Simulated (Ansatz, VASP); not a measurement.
**Si in VASP and in Ansatz**

Contents of POSCAR:

```
Si
1.0
    0.0000000000      2.7221197381      2.7221197381
    2.7221197381      0.0000000000      2.7221197381
    2.7221197381      2.7221197381      0.0000000000
Si
2
Direct
    0.2500000000      0.2500000000      0.2500000000
    0.0000000000      0.0000000000      0.0000000000
```

The input INCAR.step1:

```
ALGO = Normal
EDIFF = 1E-5
ENCUT = 520
GGA = PE
ISIF = 2
ISMEAR = 0
LASPH = T
LCHARG = F
LREAL = F
LWAVE = T
NBANDS = 11
NELM = 100
PREC = Accurate
SIGMA = 0.01
```

File INCAR.step2:

```
ALGO = Normal
EDIFF = 1E-6
ENCUT = 520
GGA = PE
HFSCREEN = 0.2079
ISIF = 2
ISMEAR = 0
ISTART = 1
LASPH = T
LCHARG = F
LHFCALC = T
LREAL = F
LWAVE = F
NBANDS = 11
NELM = 100
PREC = Accurate
PRECFOCK = Normal
SIGMA = 0.01
```

KPOINTS

```
k-points
0
Gamma
  6 6 6
```

Input for Ansatz:

```yaml
crystal:
  lattice:
    - [0.0, 2.7221197381, 2.7221197381]
    - [2.7221197381, 0.0, 2.7221197381]
    - [2.7221197381, 2.7221197381, 0.0]
  atoms:
    - { symbol: Si, position: [0.25, 0.25, 0.25] }
    - { symbol: Si, position: [0.0, 0.0, 0.0] }
kpoints:
  mp_grid: { grid: [6, 6, 6] }
  band_path:
    path:
      - [0.0, 0.0, 0.0]
      - [0.5, 0.0, 0.5]
      - [0.625, 0.25, 0.625]
      - [0.375, 0.375, 0.75]
      - [0.5, 0.5, 0.5]
      - [0.5, 0.25, 0.75]
      - [0.0, 0.419271, 0.419271]
    npoints: 1
hamiltonian:
  xc: hse06
scf:
  occupations: { method: fixed }
  n_extra_bands: 4
output:
  forces: true
  stress: true
  eigenvalues: true
```

Alike in both runs: task single point; functional HSE06; k mesh 6 × 6 × 6; no spin polarisation.

```csv
,VASP,Ansatz
version,VASP 6.6.1,Ansatz 0.2.0
potentials or method,"VASP PAW PBE potentials, release 64 (Si)","plane waves, PAW"
plane-wave cutoff (eV),520,420
occupations,"gaussian, width 0.01 eV",fixed
valence electrons in the cell,8,8
```

Ansatz gave:

* gap on the k mesh at the Fermi level (eV): 1.29
* pressure (GPa): -0.2

Q: What did VASP give for the same quantities?

A: gap on the k mesh at the Fermi level (eV): 1.31; pressure (GPa): -0.5.

Ansatz's warnings: stress exchange threshold loose, stress scf threshold loose.
